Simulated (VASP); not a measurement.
Set up this calculation in VASP 6.6.1, as the native input.

- Task: electric field gradients
- Functional: LDA
- Potentials or basis: VASP PAW LDA potentials, release 64 (Mg, S)
- Cutoff: 520 eV
- k mesh: 8 × 8 × 8
- Occupations: fermi-dirac, width 0.01 eV
- Spin: no spin polarisation
- Dipole correction: no
- Further INCAR settings: ALGO = Normal; EDIFF = 1e-08; NBANDS = 11

The structure of MgS lies in POSCAR:

```
MgS
1.0
    0.0000000000      2.5485401997      2.5485401997
    2.5485401997      0.0000000000      2.5485401997
    2.5485401997      2.5485401997      0.0000000000
Mg S
1 1
Direct
    0.0000000000      0.0000000000      0.0000000000
    0.5000000000      0.5000000000      0.5000000000
```

This cell differs from its parent crystal: volume scaled by 0.94.

One way to write it, as run:

INCAR

```
SYSTEM = MgS
PREC     = Accurate       ! precision mode
ENCUT    = 520            ! plane-wave cutoff, eV
EDIFF    = 1E-8           ! SCF threshold, eV
ISMEAR   = -1             ! smearing method
SIGMA    = 0.01           ! smearing width, eV
LREAL    = .False.        ! projectors in reciprocal space
LASPH    = .True.         ! aspherical terms in the spheres
NELM     = 80             ! most SCF steps
ALGO     = Normal         ! electronic algorithm
ISIF     = 2              ! what is computed and relaxed
LWAVE    = .False.        ! write WAVECAR
LCHARG   = .False.        ! write CHGCAR
GGA      = CA             ! functional
LEFG     = .True.       
NBANDS   = 11             ! bands
```

KPOINTS

```
Automatic mesh
0
Gamma
  8 8 8
  0 0 0
```

Potentials or basis: VASP PAW LDA potentials, release 64 (Mg, S).

Run with:

```console
$ cat potpaw_LDA.64/Mg/POTCAR potpaw_LDA.64/S/POTCAR > POTCAR
$ mpirun -np 1 vasp_std > vasp.out
```

Results of the run:

```
Pressure               : 1.0 GPa
Band gap on the k mesh : 2.69 eV, indirect (least direct gap 4.00 eV)
```

Caveat: without QUAD_EFG the Cq values of the log hold for a quadrupole moment of 1 mb, not for the nuclei.

Run time: 5.2 s on 1 thread of Intel(R) Xeon(R) 6975P-C (Granite Rapids), on a shared host, peak memory 0.14 GiB.
